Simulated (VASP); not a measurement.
Input of a VASP 6.6.1 run:

The input INCAR:

```
PREC     = Accurate       # precision mode
ENCUT    = 600            # plane-wave cutoff, eV
EDIFF    = 1E-6           # SCF threshold, eV
ISMEAR   = 0              # smearing method
SIGMA    = 0.15           # smearing width, eV
LREAL    = F              # projectors in reciprocal space
LASPH    = T              # aspherical terms in the spheres
NELM     = 100            # most SCF steps
ALGO     = Normal         # electronic algorithm
ISIF     = 3              # what is computed and relaxed
LWAVE    = F              # write WAVECAR
LCHARG   = F              # write CHGCAR
GGA      = PE             # functional
IBRION   = 2              # ionic algorithm
NSW      = 36             # ionic steps
EDIFFG   = -0.08          # ionic threshold
```

Contents of KPOINTS:

```
regular mesh
0
Gamma
  4 4 4
```

File POSCAR:

```
Bi2Te2O
1.0
   -2.1031786400      2.1031786400      6.7180210700
    2.1031786400     -2.1031786400      6.7180210700
    2.1031786400      2.1031786400     -6.7180210700
Bi Te O
2 2 1
Direct
    0.8615329300      0.8615329300      0.0000000000
    0.1384670700      0.1384670700      0.0000000000
    0.6523096000      0.6523096000      0.0000000000
    0.3476904000      0.3476904000      0.0000000000
    0.0000000000      0.0000000000      0.0000000000
```

Potentials or basis: VASP PAW PBE potentials, release 64 (Bi_d, Te, O).

Launch:

```console
$ cat potpaw_PBE.64/Bi_d/POTCAR potpaw_PBE.64/Te/POTCAR potpaw_PBE.64/O/POTCAR > POTCAR
$ mpirun -np 1 vasp_std > vasp.out
```

Problem. Predict the space group after relaxing (to 0.1 Å).

Solution. I4/mmm (No. 139).

Problem. What does it give for the relaxed cell?

Solution. a = 8.862 Å, b = 8.862 Å, c = 8.862 Å, α = 150.96°, β = 150.96°, γ = 41.54°.

Problem. Estimate the band gap on the k mesh.

Solution. 0.34 eV (least direct gap 0.58 eV).

Step by step:
```
step  energy change (eV)  largest force (eV/Å)  pressure (GPa)  volume (Å³)
   1              0.0000                3.8131           32.76       118.86
   2              0.9774                1.3601           -7.74       217.99
   3             -3.1700                2.0619           -0.24       152.22
   4             -3.2748                1.9593            1.41       148.16
   5             -3.3128                1.7663            3.71       143.55
   6             -3.3136                1.7931            3.42       144.07
   7             -3.7039                0.9317           -0.97       158.41
   8             -3.7048                0.8888           -1.08       159.06
   9             -3.7642                0.1887            0.39       156.23
  10             -3.7654                0.1030            0.65       155.79
  11             -3.8062                0.1068            0.50       155.92
  12             -3.8138                0.1729            0.50       155.99
  13             -3.8138                0.1639            0.50       155.99
  14             -3.8211                0.1861            0.13       157.57
  15             -3.8250                0.2128           -0.35       159.82
  16             -3.8315                0.2109           -0.13       159.89
  17             -3.8377                0.3095            0.31       160.04
  18             -3.8398                0.3075            0.32       160.13
  19             -3.8463                0.3027            0.32       160.40
  20             -3.8581                0.2994            0.34       160.94
  21             -3.8780                0.3124            0.39       162.00
  22             -3.8973                0.4438            0.49       164.02
  23             -3.9049                0.1597           -0.20       165.24
  24             -3.9050                0.1575           -0.14       165.10
  25             -3.9076                0.1498           -0.14       164.96
  26             -3.9142                0.1256           -0.11       164.53
  27             -3.9226                0.0642           -0.04       163.68
```

Caveat: the volume moved by over 15 % at a fixed basis, so the end points are rough; spin-orbit coupling is left out, which moves the levels of the heavy elements; the relaxation stopped at a loose force limit of 0.08 eV/Å, so its end isn't a converged minimum. A k mesh can miss the band edges.
